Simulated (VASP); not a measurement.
Mo, 1 atom in the cell. It takes space group Im-3m (No. 229, cubic). The conventional cell has a = 3.046 Å, b = 3.046 Å, c = 3.046 Å, α = 90.00°, β = 90.00°, γ = 90.00°. Mo (site symmetry m-3m) has 14 Mo at 2.64 to 3.05 Å within 3.5 Å. 

```yaml
Program: VASP 6.6.1
Task: relaxation of cell and atoms
Functional: PBEsol
Potentials_or_basis: VASP PAW PBE potentials, release 64 (Mo_sv)
Cutoff: 600 eV
k_mesh: 10 × 10 × 10
Occupations: gaussian, width 0.1 eV
Spin: no spin polarisation
Dipole_correction: no
Further_INCAR_settings: ALGO = Normal; EDIFF = 1e-07; IBRION = 2; EDIFFG = -0.05; NSW = 80; ISIF = 3
```

Potentials or basis: VASP PAW PBE potentials, release 64 (Mo_sv).

Launch:

```bash
$ cat potpaw_PBE.64/Mo_sv/POTCAR > POTCAR
$ mpirun -np 1 vasp_std > vasp.out
```

Hardware: 1 thread of Intel(R) Xeon(R) 6975P-C (Granite Rapids) (shared host).

Question: How long does it take, and how much memory?

Answer: Wall time 18 s on 1 thread of Intel(R) Xeon(R) 6975P-C (Granite Rapids), on a shared host, peak memory 0.15 GiB. Counts: scf iterations 36, k points 47, ion steps 4.
